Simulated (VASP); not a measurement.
# H (I4/mmm) in VASP: notebook

The runs below take H through single point, with PBE+D3(BJ), PBE+D4, PBE.

Everything below comes from runs of VASP 6.6.1. Logs are shortened: lines on timing, memory, paths and dates and some standing lists are left out, and cuts for length are marked.

## Step 1: The cell of the first run

It takes space group I4/mmm (No. 139, tetragonal). Conventional cell: a = 3.413 Å, b = 3.413 Å, c = 4.237 Å, α = 90.00°, β = 90.00°, γ = 90.00°. Within 1.0 Å of H (site symmetry 4mm) lie 1 H at 0.75 Å.

## Step 2: Single point, PBE+D3(BJ)

File INCAR:

```
SYSTEM = H
PREC = Accurate
ENCUT = 520
EDIFF = 1E-6
ISMEAR = -1
SIGMA = 0.05
LREAL = .FALSE.
LASPH = .TRUE.
NELM = 60
ALGO = Normal
ISIF = 2
LWAVE = .FALSE.
LCHARG = .FALSE.
GGA = PE
IVDW = 12
NBANDS = 8
```

File KPOINTS:

```
regular mesh
0
G
  11 11 11
  0 0 0
```

File POSCAR:

```
H
1.0
   -1.7067441082      1.7067441082      2.1187388881
    1.7067441082     -1.7067441082      2.1187388881
    1.7067441082      1.7067441082     -2.1187388881
H
2
Direct
    0.0885898293      0.0885898293      0.0000000000
    0.9114101707      0.9114101707      0.0000000000
```

Potentials or basis: VASP PAW PBE potentials, release 64 (H).

Run with:

```sh
> cat potpaw_PBE.64/H/POTCAR > POTCAR
> mpirun -np 1 vasp_std > vasp.out
```

OUTCAR:

```text
SYSTEM = H
   PREC = Accurate
   ENCUT = 520
   EDIFF = 1E-6
   ISMEAR = -1
   LREAL = .FALSE.
   LASPH = .TRUE.
   NELM = 60
   ISIF = 2
   GGA = PE
   IVDW = 12
 IVDW          = 12

 ion  position               nearest neighbor table
   1  0.089  0.089  0.000-   2 0.75
   2  0.911  0.911  0.000-   1 0.75

  LATTYP: Found a body centered tetragonal cell.
 ALAT       =     3.4134882164
 C/A-ratio  =     1.2413922380

  Lattice vectors:

 A1 = (  -1.7067441082,   1.7067441082,   2.1187388881)
 A2 = (   1.7067441082,  -1.7067441082,   2.1187388881)
 A3 = (   1.7067441082,   1.7067441082,  -2.1187388881)

Analysis of symmetry for initial positions (statically):
=====================================================================
 Subroutine PRICEL returns:
 Original cell was already a primitive cell.

 Routine SETGRP: Setting up the symmetry group for a
 body centered tetragonal supercell.

 Subroutine GETGRP returns: Found 16 space group operations
 (whereof 16 operations were pure point group operations)
 out of a pool of 16 trial point group operations.

The static configuration has the point symmetry D_4h.

Analysis of symmetry for dynamics (positions and initial velocities):
=====================================================================
 Subroutine PRICEL returns:
 Original cell was already a primitive cell.

 Routine SETGRP: Setting up the symmetry group for a
 body centered tetragonal supercell.

 Subroutine GETGRP returns: Found 16 space group operations
 (whereof 16 operations were pure point group operations)
 out of a pool of 16 trial point group operations.

The dynamic configuration has the point symmetry D_4h.

 Subroutine INISYM returns: Found 16 space group operations
 (whereof 16 operations are pure point group operations),
 and found     1 'primitive' translations

----------------------------------------------------------------------------------------

                                     Primitive cell

  volume of cell :      24.6873

  direct lattice vectors                    reciprocal lattice vectors
    -1.706744108  1.706744108  2.118738888     0.000000000  0.292955457  0.235989438
     1.706744108 -1.706744108  2.118738888     0.292955457  0.000000000  0.235989438
     1.706744108  1.706744108 -2.118738888     0.292955457  0.292955457  0.000000000

  length of vectors
     3.211698208  3.211698208  3.211698208     0.376183352  0.376183352  0.414301580

  position of ions in fractional coordinates (direct lattice)
     0.088589829  0.088589829  0.000000000
     0.911410171  0.911410171  0.000000000

  ion indices of the primitive-cell ions
   primitive index   ion index
                 1           1
                 2           2

----------------------------------------------------------------------------------------

 KPOINTS: regular mesh

Automatic generation of k-mesh.
 Grid dimensions read from file:
 generate k-points for:   11   11   11

 Generating k-lattice:

  Cartesian coordinates                     Fractional coordinates (reciprocal lattice)
     0.000000000  0.026632314  0.021453585     0.090909091  0.000000000 -0.000000000
     0.026632314  0.000000000  0.021453585     0.000000000  0.090909091 -0.000000000
     0.026632314  0.026632314  0.000000000     0.000000000  0.000000000  0.090909091

  Length of vectors
     0.034198487  0.034198487  0.037663780

  Shift w.r.t. Gamma in fractional coordinates (k-lattice)
     0.000000000  0.000000000  0.000000000

 Subroutine IBZKPT returns following result:
 ===========================================

 Found    126 irreducible k-points:

 Following reciprocal coordinates:
            Coordinates               Weight
  0.000000  0.000000  0.000000      1.000000
  0.090909  0.000000  0.000000      8.000000
  0.181818 -0.000000  0.000000      8.000000
  0.272727 -0.000000  0.000000      8.000000
  0.363636 -0.000000  0.000000      8.000000
  0.454545  0.000000  0.000000      8.000000
[... 16 lines left out ...]
 -0.272727  0.181818 -0.000000     16.000000
 -0.181818  0.181818  0.000000      4.000000
 [... further k-points ...]
   k-points           NKPTS =    126   k-points in BZ     NKDIM =    126   number of bands    NBANDS=      8
   number of dos      NEDOS =    301   number of ions     NIONS =      2
   total plane-waves  NPLWV =  13824
   dimension x,y,z NGX =    24 NGY =   24 NGZ =   24
   dimension x,y,z NGXF=    48 NGYF=   48 NGZF=   48
   ions per type =               2
   NGX,Y,Z   is equivalent  to a cutoff of  12.42, 12.42, 12.42 a.u.
   NGXF,Y,Z  is equivalent  to a cutoff of  24.85, 24.85, 24.85 a.u.
 SYSTEM =  H
   PREC   = accura    normal or accurate (medium, high low for compatibility)
   ISTART =      0    job   : 0-new  1-cont  2-samecut
   ICHARG =      2    charge: 1-file 2-atom 10-const
   ISPIN  =      1    spin polarized calculation?
   LNONCOLLINEAR =      F non collinear calculations
   LSORBIT =      F    spin-orbit coupling
   LASPH  =      T    aspherical Exc in radial PAW
   ENCUT  =  520.0 eV  38.22 Ry    6.18 a.u.   5.97  5.97  5.97*2*pi/ulx,y,z
   NELM   =     60;   NELMIN=  2; NELMDL= -5     # of ELM steps
   EDIFF  = 0.1E-05   stopping-criterion for ELM
   LREAL  =      F    real-space projection
   EDIFFG = 0.1E-04   stopping-criterion for IOM
   NSW    =      0    number of steps for IOM
   IBRION =     -1    ionic relax: 0-MD 1-quasi-New 2-CG
   NFREE  =      0    steps in history (QN), initial steepest desc. (CG)
   ISIF   =      2    stress and relaxation
   ISYM   =      2    0-nonsym 1-usesym 2-fastsym
   POTIM  = 0.5000    time-step for ionic-motion
   TEBEG  =    0.0;   TEEND  =   0.0 temperature during run
   PSTRESS=    0.0 pullay stress
   NELECT =       2.0000    total number of electrons
   NUPDOWN=      -1.0000    fix difference up-down
   EMIN   =  10.00;   EMAX   =-10.00  energy-range for DOS
   EFERMI =   0.00;   METHOD = LEGACY
   ISMEAR =    -1;   SIGMA  =   0.05  broadening in eV -4-tet -1-fermi 0-gaus
   EFERMI_NEDOS =   21; number of points for ismear=-14 and -15
   IALGO  =     38    algorithm
   IMIX   =      4    mixing-type and parameters
     AMIX     =   0.40;   BMIX     =  1.00
     AMIX_MAG =   1.60;   BMIX_MAG =  1.00
  volume/ion in A,a.u.               =      12.34        83.30
  Fermi-wavevector in a.u.,A,eV,Ry     =   0.708370  1.338625  6.827238  0.501788
  Thomas-Fermi vector in A             =   1.794667
   LORBIT       =      0    0 simple, 1 ext, 2 COOP (PROOUT), +10 PAW based schemes
   GGA     = PE    functional components
   LHFCALC =     F    Hartree Fock is set to
   AEXX    =    0.0000 exact exchange contribution
   IVDW    =    12    specifies the selected vdW correction
   LEPSILON=     F    determine dielectric tensor
   LRPA    =     F    only Hartree local field effects (RPA)
 non-spin polarized calculation
  energy-cutoff  :      520.00
  volume of cell :       24.69
 maximum number of plane-waves:       680
   NGX = 11   NGY = 11   NGZ = 11

 number of electron       2.0000001 magnetization

 Free energy of the ion-electron system (eV)
  ---------------------------------------------------
  ext. energy  EPLUGINS =         0.00000000
  ---------------------------------------------------
  free energy    TOTEN  =        -6.78462953 eV

  energy without entropy =       -6.78462953  energy(sigma->0) =       -6.78462953

 E-fermi :  -7.2437     XC(G=0):  -5.2360

 val. band max:       -8.2731192732   @ k =  -0.4545   0.4545   0.4545
 cond. band min:       0.7848212188   @ k =   0.4545   0.0000   0.0000
 fundamental gap:      9.0579404920
 Fermi energy:        -7.2436796511

 k-point     1 :       0.0000    0.0000    0.0000
  band No.  band energies     occupation
      1     -10.4407      2.00000
      2       5.0921      0.00000
      3       8.4793      0.00000
      4      14.8009      0.00000
      5      14.8009      0.00000
      6      16.8323      0.00000
      7      16.8324      0.00000
      8      18.2676      0.00000

 k-point     2 :       0.0909    0.0000    0.0000
  band No.  band energies     occupation
      1     -10.3469      2.00000
      2       4.6498      0.00000
      3       8.6597      0.00000
      4      13.8128      0.00000
      5      14.1742      0.00000
      6      16.9308      0.00000
      7      17.4580      0.00000
      8      17.9848      0.00000

 k-point     3 :       0.1818   -0.0000    0.0000
  band No.  band energies     occupation
      1     -10.0814      2.00000
      2       3.6284      0.00000
      3       8.9343      0.00000
      4      12.1171      0.00000
      5      13.2689      0.00000
      6      17.1624      0.00000
      7      17.7570      0.00000
      8      17.9263      0.00000

 k-point     4 :       0.2727   -0.0000    0.0000
  band No.  band energies     occupation
      1      -9.6969      2.00000
      2       2.4439      0.00000
      3       8.9982      0.00000
      4      10.8615      0.00000
      5      12.5571      0.00000
      6      16.0798      0.00000
      7      16.9857      0.00000
      8      19.2297      0.00000

 k-point     5 :       0.3636   -0.0000    0.0000
  band No.  band energies     occupation
      1      -9.2957      2.00000
      2       1.4038      0.00000
      3       8.7610      0.00000
      4      10.2901      0.00000
      5      12.0930      0.00000
      6      15.2401      0.00000
      7      16.6175      0.00000
      8      18.4702      0.00000
[... 177 lines left out ...]
 k-point    22 :      -0.3636    0.1818   -0.0000
  band No.  band energies     occupation
      1      -9.4018      2.00000
      2       2.6310      0.00000
      3       6.6808      0.00000
      4       9.9412      0.00000
      5      11.7269      0.00000
      6      16.3123      0.00000
      7      16.3792      0.00000
      8      19.4828      0.00000

 k-point    23 :      -0.2727    0.1818   -0.0000
  band No.  band energies     occupation
      1      -9.7545      2.00000
      2       3.5372      0.00000
      3       7.0190      0.00000
      4      11.1415      0.00000
      5      12.4560      0.00000
      6      14.5363      0.00000
      7      16.9801      0.00000
      8      20.0865      0.00000

 k-point    24 :      -0.1818    0.1818    0.0000
  band No.  band energies     occupation
      1     -10.0189      2.00000
      2       4.1809      0.00000
      3       7.3179      0.00000
      4      12.6563      0.00000
      5      13.6123      0.00000
      6      13.8440      0.00000
      7      17.0679      0.00000
      8      19.3578      0.00000

 [... further k-points ...]

------------------------ aborting loop because EDIFF is reached ----------------------------------------

 Edisp (eV)   -0.03675

 E8    (eV) :    -0.0065

  FORCE on cell =-STRESS in cart. coord.  units (eV):
  Direction    XX          YY          ZZ          XY          YZ          ZX
  --------------------------------------------------------------------------------------
  -------------------------------------------------------------------------------------
  Total      -0.02868    -0.02868    -0.03810     0.00000     0.00000     0.00000
  in kB      -1.86144    -1.86144    -2.47274     0.00000     0.00000     0.00000
  external pressure =       -2.07 kB  Pullay stress =        0.00 kB

 VOLUME and BASIS-vectors are now :
 -----------------------------------------------------------------------------
  energy-cutoff  :      520.00
  volume of cell :       24.69
      direct lattice vectors                 reciprocal lattice vectors
    -1.706744108  1.706744108  2.118738888     0.000000000  0.292955457  0.235989438
     1.706744108 -1.706744108  2.118738888     0.292955457  0.000000000  0.235989438
     1.706744108  1.706744108 -2.118738888     0.292955457  0.292955457  0.000000000

 POSITION                                       TOTAL-FORCE (eV/Angst)
 -----------------------------------------------------------------------------------
      0.00000      0.00000      0.37540         0.000000      0.000000     -0.009215
      0.00000      0.00000      3.86208        -0.000000     -0.000000      0.009215
 -----------------------------------------------------------------------------------
    total drift:                                0.000000      0.000000     -0.000000

  FREE ENERGIE OF THE ION-ELECTRON SYSTEM (eV)
  ---------------------------------------------------
  free  energy   TOTEN  =        -6.8213767774 eV

  energy  without entropy=       -6.8213767773  energy(sigma->0) =       -6.82137678
```

Wall time 26 s (1 thread of Intel Xeon 6975P-C, shared host); peak memory 0.15 GiB.

What came out:

```yaml
Free_energy: -6.8214 eV
Pressure: -0.2 GPa
Largest_force: 0.009 eV/Å
Band_gap_on_the_k_mesh: 9.06 eV, indirect (least direct gap 9.79 eV)
Dispersion_energy_per_atom: -0.018 eV
```

Forces in eV/Å, atoms in the order of the input:
```
H    0.000  0.000 -0.009
H    0.000  0.000  0.009
```

A k mesh can miss the band edges. PBE gaps usually lie below the measured ones, often by a third to a half.

## Step 3: Single point, PBE+D3(BJ)

This run uses another cell than the first one, of 12.32 Å³/atom, 0.998 times its volume.

File INCAR:

```
  PREC = Accurate
  ENCUT = 520
  EDIFF = 1E-6
  ISMEAR = -1
  SIGMA = 0.05
  LREAL = False
  LASPH = True
  NELM = 80
  ALGO = Normal
  ISIF = 2
  LWAVE = False
  LCHARG = False
  GGA = PE
  IVDW = 12
  NBANDS = 8
```

File KPOINTS:

```
Automatic mesh
0
Gamma
  11 11 11
```

File POSCAR:

```
H
1.0
   -1.7002098941      1.7002098941      2.1303706392
    1.7002098941     -1.7002098941      2.1303706392
    1.7002098941      1.7002098941     -2.1303706392
H
2
Direct
    0.0881228884      0.0881228884      0.0000000000
    0.9118771116      0.9118771116      0.0000000000
```

Potentials or basis: VASP PAW PBE potentials, release 64 (H).

Run with:

```sh
> cat potpaw_PBE.64/H/POTCAR > POTCAR
> mpirun -np 1 vasp_std > vasp.out
```

Wall time 25 s (1 thread of Intel Xeon 6975P-C, shared host); peak memory 0.15 GiB.

It converged, with:

```yaml
Free_energy: -6.8214 eV
Pressure: -0.2 GPa
Largest_force: 0.014 eV/Å
Band_gap_on_the_k_mesh: 9.07 eV, indirect (least direct gap 9.79 eV)
Dispersion_energy_per_atom: -0.018 eV
```

Forces in eV/Å, atoms in the order of the input:
```
H    0.000  0.000 -0.014
H    0.000  0.000  0.014
```

Stress tensor (GPa, compression positive):
```
-0.18  0.00  0.00
 0.00 -0.18  0.00
 0.00  0.00 -0.27
```

Levels at points of the mesh, in eV from the valence-band top:
| k point | band 1 | band 2 | band 3 | band 4 |
| --- | --- | --- | --- | --- |
| (0.00, 0.00, 0.00) | -2.17 | 13.39 | 16.77 | 23.09 |

Caveat: three body term missing. A k mesh can miss the band edges.

## Step 4: Single point, PBE+D4

This run uses another cell than the first one, of 12.67 Å³/atom, 1.027 times its volume.

File INCAR:

```
SYSTEM = H
ALGO     = Normal         ! electronic algorithm
EDIFF    = 1E-7           ! SCF threshold, eV
ENCUT    = 520            ! plane-wave cutoff, eV
GGA      = PE             ! functional
ISIF     = 2              ! what is computed and relaxed
ISMEAR   = -1             ! smearing method
IVDW     = 13             ! dispersion correction
LASPH    = .True.         ! aspherical terms in the spheres
LCHARG   = .False.        ! write CHGCAR
LREAL    = .False.        ! projectors in reciprocal space
LWAVE    = .False.        ! write WAVECAR
NBANDS   = 8              ! bands
NELM     = 80             ! most SCF steps
PREC     = Accurate       ! precision mode
SIGMA    = 0.05           ! smearing width, eV
```

File KPOINTS:

```
k-points
0
Gamma
  11 11 11
  0 0 0
```

File POSCAR:

```
H
1.0
   -1.7230855332      1.7230855332      2.1343721934
    1.7230855332     -1.7230855332      2.1343721934
    1.7230855332      1.7230855332     -2.1343721934
H
2
Direct
    0.0879042163      0.0879042163      0.0000000000
    0.9120957837      0.9120957837      0.0000000000
```

Run with:

```sh
> cat potpaw_PBE.64/H/POTCAR > POTCAR
> mpirun -np 1 vasp_std > vasp.out
```

Run time: 32 s. Hardware: 1 thread of Intel Xeon 6975P-C, shared host; peak memory 0.14 GiB.

It converged, with:

```yaml
Free_energy: -6.8176 eV
Pressure: -0.2 GPa
Largest_force: 0.012 eV/Å
Band_gap_on_the_k_mesh: 9.10 eV, indirect (least direct gap 9.80 eV)
Dispersion_energy_per_atom: -0.016 eV
```

Forces on the atoms (eV/Å):
```
H    0.000  0.000 -0.012
H    0.000  0.000  0.012
```

Stress tensor (GPa, compression positive):
```
-0.17  0.00  0.00
 0.00 -0.17  0.00
 0.00  0.00 -0.25
```

Levels at points of the mesh, in eV from the valence-band top:
```csv
k point,band 1,band 2,band 3,band 4
"(0.00, 0.00, 0.00)",-2.07,13.21,16.64,22.85
```

A k mesh can miss the band edges. As with any semilocal functional, this PBE gap is likely too small.

## Step 5: Single point, PBE

This run uses another cell than the first one, of 15.74 Å³/atom, 1.275 times its volume.

File INCAR:

```
PREC = Accurate
ENCUT = 520
EDIFF = 1E-7
ISMEAR = -1
SIGMA = 0.05
LREAL = False
LASPH = True
NELM = 60
ALGO = Normal
ISIF = 2
LWAVE = False
LCHARG = True
GGA = PE
LELF = True
LVHAR = True
NBANDS = 8
```

File KPOINTS:

```
Automatic mesh
0
Gamma
  11 11 11
```

File POSCAR:

```
H
1.0
   -1.8559420652      1.8559420652      2.2843271065
    1.8559420652     -1.8559420652      2.2843271065
    1.8559420652      1.8559420652     -2.2843271065
H
2
Direct
    0.0821542144      0.0821542144      0.0000000000
    0.9178457856      0.9178457856      0.0000000000
```

Run with:

```sh
> cat potpaw_PBE.64/H/POTCAR > POTCAR
> mpirun -np 1 vasp_std > vasp.out
```

Wall time 58 s (1 thread of Intel Xeon 6975P-C, shared host); peak memory 0.16 GiB.

It converged, with:

```yaml
Free_energy: -6.7898 eV
Pressure: -0.2 GPa
Largest_force: 0.009 eV/Å
Band_gap_on_the_k_mesh: 9.34 eV, indirect (least direct gap 9.83 eV)
```

Forces in eV/Å, atoms in the order of the input:
```
H    0.000  0.000 -0.009
H    0.000  0.000  0.009
```

Levels at points of the mesh, in eV from the valence-band top:
| k point | band 1 | band 2 | band 3 | band 4 |
| --- | --- | --- | --- | --- |
| (0.00, 0.00, 0.00) | -1.40 | 12.14 | 15.71 | 21.08 |

A k mesh can miss the band edges. Expect the measured gap to be larger: semilocal functionals such as PBE lack the derivative discontinuity.

## Step 6: Summary

| level | cell | gap on the mesh (eV) | pressure (GPa) | largest force (eV/Å) |
| --- | --- | --- | --- | --- |
| PBE+D3(BJ) | a = 3.212 Å, angles 115.8, 115.8, 97.4°, 2 atoms | 9.06 | -0.2 | 0.01 |
| PBE+D3(BJ) | a = 3.212 Å, angles 116.1, 116.1, 96.9°, 2 atoms | 9.07 | -0.2 | 0.01 |
| PBE+D4 | a = 3.239 Å, angles 115.7, 115.7, 97.6°, 2 atoms | 9.10 | -0.2 | 0.01 |
| PBE | a = 3.480 Å, angles 115.5, 115.5, 97.9°, 2 atoms | 9.34 | -0.2 | 0.01 |

Alike in all rows: task single point; potentials or basis VASP PAW PBE potentials, release 64 (H); no spin polarisation; k mesh 11 × 11 × 11; cutoff (eV) 520; smearing fermi-dirac 0.05 eV.

Caveats: three body term missing (some runs).

Total energies depend on the potentials used, so only differences within one code and one set of settings carry meaning.
